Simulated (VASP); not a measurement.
# HOs4 in VASP: relaxation of the atoms with PBEsol

Aim: the relaxation of the atoms of HOs4 with PBEsol.

Everything below comes from runs of VASP 6.6.1. Logs are shortened: lines on timing, memory, paths and dates and some standing lists are left out, and cuts for length are marked.

## Step 1: The cell of the first run

The cell holds a slab with vacuum, 5 atoms: a = 2.701 Å, b = 2.701 Å, c = 24.730 Å, α = 90.00°, β = 90.00°, γ = 90.00°.

## Step 2: Relaxation of the atoms, PBEsol

The input, INCAR:

```
PREC = Accurate
ENCUT = 520
EDIFF = 1E-7
ISMEAR = 0
SIGMA = 0.1
LREAL = F
LASPH = T
NELM = 120
ALGO = Normal
ISIF = 2
LWAVE = F
LCHARG = F
LDIPOL = T
IDIPOL = 3
DIPOL = 0.5 0.5 0.496
GGA = PS
IBRION = 2
NSW = 90
EDIFFG = -0.03
GGA_COMPAT = F
NELMIN = 4
NELMDL = -8
```

The input, KPOINTS:

```
regular mesh
0
Gamma
  11 11 1
```

The input, POSCAR:

```
HOs4
1.0
    2.7013757170      0.0000000000      0.0000000000
    0.0000000000      2.7013757170      0.0000000000
    0.0000000000      0.0000000000     24.7304832641
Os H
4 1
Selective dynamics
Direct
    0.5000000000      0.5000000000      0.3437053740  F F F
    0.0000000000      0.0000000000      0.4209445071  F F F
    0.5000000000      0.5000000000      0.5005103018  T T T
    0.0000000000      0.0000000000      0.5722021066  T T T
    0.0000000000      0.0000000000      0.6433693370  T T T
```

Potentials or basis: VASP PAW PBE potentials, release 64 (Os, H).

Started as:

```sh
cat potpaw_PBE.64/Os/POTCAR potpaw_PBE.64/H/POTCAR > POTCAR
mpirun -np 1 vasp_std > vasp.out
```

OUTCAR:

```text
PREC = Accurate
   ENCUT = 520
   EDIFF = 1E-7
   ISMEAR = 0
   LREAL = F
   LASPH = T
   NELM = 120
   ISIF = 2
   GGA = PS
   IBRION = 2
   NSW = 90
   EDIFFG = -0.03
   NELMIN = 4
   NELMDL = -8

 ion  position               nearest neighbor table
   1  0.500  0.500  0.344-   2 2.70   2 2.70   2 2.70   2 2.70
   2  0.000  0.000  0.421-   1 2.70   1 2.70   1 2.70   1 2.70   3 2.74   3 2.74   3 2.74   3 2.74

   3  0.500  0.500  0.501-   4 2.61   4 2.61   4 2.61   4 2.61   2 2.74   2 2.74   2 2.74   2 2.74

   4  0.000  0.000  0.572-   5 1.76   3 2.61   3 2.61   3 2.61   3 2.61
   5  0.000  0.000  0.643-   4 1.76

  LATTYP: Found a simple tetragonal cell.
 ALAT       =     2.7013757170
 C/A-ratio  =     9.1547736616

  Lattice vectors:

 A1 = (   2.7013757170,   0.0000000000,   0.0000000000)
 A2 = (   0.0000000000,   2.7013757170,   0.0000000000)
 A3 = (   0.0000000000,   0.0000000000,  24.7304832641)

Analysis of symmetry for initial positions (statically):
=====================================================================
 Subroutine PRICEL returns:
 Original cell was already a primitive cell.

 Routine SETGRP: Setting up the symmetry group for a
 simple tetragonal supercell.

 Subroutine GETGRP returns: Found  8 space group operations
 (whereof  8 operations were pure point group operations)
 out of a pool of 16 trial point group operations.

The static configuration has the point symmetry C_4v.

Analysis of symmetry for dynamics (positions and initial velocities):
=====================================================================
 Subroutine PRICEL returns:
 Original cell was already a primitive cell.

 Routine SETGRP: Setting up the symmetry group for a
 simple tetragonal supercell.

 Subroutine GETGRP returns: Found  8 space group operations
 (whereof  8 operations were pure point group operations)
 out of a pool of 16 trial point group operations.

The dynamic configuration has the point symmetry C_4v.

Analysis of constrained symmetry for selective dynamics:
=====================================================================
 Subroutine PRICEL returns:
 Original cell was already a primitive cell.

 Routine SETGRP: Setting up the symmetry group for a
 simple tetragonal supercell.

 Subroutine GETGRP returns: Found  8 space group operations
[... 130 lines left out ...]
   GGA     = PS    functional components
   LHFCALC =     F    Hartree Fock is set to
   AEXX    =    0.0000 exact exchange contribution
   IVDW    =     0    specifies the selected vdW correction
   LEPSILON=     F    determine dielectric tensor
   LRPA    =     F    only Hartree local field effects (RPA)
 conjugate gradient relaxation of ions
 non-spin polarized calculation
 Gauss-broadening in eV      SIGMA  =   0.10
  energy-cutoff  :      520.00
  volume of cell :      180.47
 maximum number of plane-waves:      4905
   NGX = 11   NGY = 11   NGZ = 91

 dipolmoment           0.000000      0.000000     -0.424229 electrons x Angstroem

--------------------------------------- Ionic step        1  -------------------------------------------

 number of electron      32.9999994 magnetization

 Free energy of the ion-electron system (eV)
  ---------------------------------------------------
  ext. energy  EPLUGINS =         0.00000000
  ---------------------------------------------------
  free energy    TOTEN  =       -48.53110002 eV

  energy without entropy =      -48.50720392  energy(sigma->0) =      -48.51915197

------------------------ aborting loop because EDIFF is reached ----------------------------------------

  FORCE on cell =-STRESS in cart. coord.  units (eV):
  Direction    XX          YY          ZZ          XY          YZ          ZX
  --------------------------------------------------------------------------------------
  -------------------------------------------------------------------------------------
  Total       -3.7649128     -3.7649128     -5.4917123      0.0000000      0.0000000     -0.0000000
  in kB      -33.4243456    -33.4243456    -48.7546194      0.0000000      0.0000000     -0.0000000
  external PRESSURE =     -38.5344369 kB  Pullay stress =       0.0000000 kB
[... 98 lines left out ...]
  FREE ENERGIE OF THE ION-ELECTRON SYSTEM (eV)
  ---------------------------------------------------
  free  energy   TOTEN  =       -48.6246060596 eV

  energy  without entropy=      -48.6006912466  energy(sigma->0) =      -48.61264865

[... ionic steps 4 to 8 ...]

--------------------------------------- Ionic step        9  -------------------------------------------

 number of electron      32.9999993 magnetization

------------------------ aborting loop because EDIFF is reached ----------------------------------------
[... 73 lines left out ...]
--------------------------------------- Ionic step       11  -------------------------------------------

 number of electron      32.9999993 magnetization

 dipolmoment           0.000000      0.000000      0.022218 electrons x Angstroem

 Free energy of the ion-electron system (eV)
  ---------------------------------------------------
  ext. energy  EPLUGINS =         0.00000000
  ---------------------------------------------------
  free energy    TOTEN  =       -48.63545391 eV

  energy without entropy =      -48.61147804  energy(sigma->0) =      -48.62346597

 E-fermi :  -1.0012     XC(G=0):  -5.4068

 val. band max:       -1.0065376144   @ k =   0.0909   0.0000   0.0000
 cond. band min:      -0.9234107585   @ k =   0.0909   0.0909   0.0000
 fundamental gap:      0.0831268559
 Fermi energy:        -1.0012119384

 k-point     1 :       0.0000    0.0000    0.0000
  band No.  band energies     occupation
      1     -11.2258      2.00000
      2      -9.4116      2.00000
      3      -8.2349      2.00000
      4      -7.7332      2.00000
      5      -7.6687      2.00000
      6      -6.7218      2.00000
[... 472 lines left out ...]
     19       2.1184      0.00000
     20       2.2995      0.00000

------------------------ aborting loop because EDIFF is reached ----------------------------------------

 vacuum level on the upper side and lower side of the slab       (xc-potential included)         0.260        -0.286

  FORCE on cell =-STRESS in cart. coord.  units (eV):
  Direction    XX          YY          ZZ          XY          YZ          ZX
  --------------------------------------------------------------------------------------
  -------------------------------------------------------------------------------------
  Total       -3.8733752     -3.8733752     -3.3865256      0.0000000      0.0000000      0.0000000
  in kB      -34.3872596    -34.3872596    -30.0650798      0.0000000      0.0000000      0.0000000
  external PRESSURE =     -32.9465330 kB  Pullay stress =       0.0000000 kB
[... 20 lines left out ...]
  FREE ENERGIE OF THE ION-ELECTRON SYSTEM (eV)
  ---------------------------------------------------
  free  energy   TOTEN  =       -48.6354539051 eV

  energy  without entropy=      -48.6114780370  energy(sigma->0) =      -48.62346597

 reached required accuracy - stopping structural energy minimisation

 vacuum level on the upper side and lower side of the slab         4.973         4.416
```

OSZICAR:

```text
N       E                     dE             d eps       ncg     rms          rms(c)
DAV:   1     0.243538709063E+03    0.24354E+03   -0.13231E+04   840   0.134E+03
DAV:   2    -0.261396327494E+02   -0.26968E+03   -0.25914E+03  1156   0.402E+02
DAV:   3    -0.499783315016E+02   -0.23839E+02   -0.22377E+02  1004   0.106E+02
DAV:   4    -0.519023253336E+02   -0.19240E+01   -0.18597E+01  1384   0.253E+01
[... 182 lines left out ...]
DAV:   5    -0.486354647048E+02   -0.51595E-05   -0.73714E-05  1424   0.660E-02    0.269E-02
DAV:   6    -0.486354573191E+02    0.73856E-05   -0.97368E-05  1468   0.786E-02    0.132E-02
DAV:   7    -0.486354541550E+02    0.31641E-05   -0.34708E-05  1424   0.434E-02    0.404E-03
DAV:   8    -0.486354539161E+02    0.23897E-06   -0.27803E-06  1420   0.146E-02    0.168E-03
DAV:   9    -0.486354539051E+02    0.10952E-07   -0.19526E-07   640   0.406E-03
  11 F= -.48635454E+02 E0= -.48623466E+02  d E =-.356489E-03
```

CONTCAR:

```text
HOs4
   1.00000000000000
     2.7013757169999999    0.0000000000000000    0.0000000000000000
     0.0000000000000000    2.7013757169999999    0.0000000000000000
     0.0000000000000000    0.0000000000000000   24.7304832640999983
  Os              H
     4     1
Selective dynamics
Direct
     0.5000000000000000    0.5000000000000000    0.3437053740000025   F   F   F
     0.0000000000000000    0.0000000000000000    0.4209445071000033   F   F   F
     0.5000000000000000    0.5000000000000000    0.5012383676055093   T   T   T
     0.0000000000000000    1.0000000000000000    0.5729934021206813   T   T   T
     1.0000000000000000    0.0000000000000000    0.6392482296759453   T   T   T

  0.00000000E+00  0.00000000E+00  0.00000000E+00
  0.00000000E+00  0.00000000E+00  0.00000000E+00
  0.00000000E+00  0.00000000E+00  0.00000000E+00
  0.00000000E+00  0.00000000E+00  0.00000000E+00
  0.00000000E+00  0.00000000E+00  0.00000000E+00
```

It took 13 min on 1 thread of AMD EPYC 7R43 (Zen 3), shared host; peak memory 0.26 GiB.

Results:

* Free energy: -48.6355 eV
* Energy gained by relaxing: 20.9 meV/atom
* Ionic steps: 11
* Band gap on the k mesh: zero (an odd number of electrons rules out a gap without spin polarisation)

The path:
| step | energy change (eV) | largest force on free atoms (eV/Å) | pressure (GPa) |
| --- | --- | --- | --- |
| 1 | 0.0000 | 1.5188 | -3.85 |
| 2 | -0.0837 | 0.9133 | -4.17 |
| 3 | -0.0935 | 0.3819 | -4.16 |
| 4 | -0.1008 | 0.1314 | -3.90 |
| 5 | -0.1018 | 0.0809 | -3.75 |
| 6 | -0.1018 | 0.0762 | -3.76 |
| 7 | -0.1025 | 0.0681 | -3.68 |
| 8 | -0.1036 | 0.0853 | -3.50 |
| 9 | -0.1035 | 0.2022 | -3.13 |
| 10 | -0.1040 | 0.1097 | -3.33 |
| 11 | -0.1044 | 0.0266 | -3.29 |

Final structure:
```yaml
crystal:
  lattice:
    - [2.70138, 0.00000, 0.00000]
    - [0.00000, 2.70138, 0.00000]
    - [0.00000, 0.00000, 24.73048]
  atoms:
    - { symbol: Os, position: [0.50000, 0.50000, 0.34371] }
    - { symbol: Os, position: [0.00000, 0.00000, 0.42094] }
    - { symbol: Os, position: [0.50000, 0.50000, 0.50124] }
    - { symbol: Os, position: [0.00000, 0.00000, 0.57299] }
    - { symbol: H, position: [0.00000, 0.00000, 0.63925] }
```

Levels at points of the mesh, in eV from the Fermi level:
| k point | band 14 | band 15 | band 16 | band 17 | band 18 | band 19 | band 20 |
| --- | --- | --- | --- | --- | --- | --- | --- |
| (0.00, 0.00, 0.00) | -1.32 | -1.02 | 0.12 | 0.22 | 0.86 | 0.86 | 0.87 |

Caveat: the PAW data sets were made with another functional, which shifts forces and pressure a little; spin-orbit coupling is left out, which moves the levels of the heavy elements.

The gap in the log of VASP goes by the Fermi energy; the results here count the filled bands.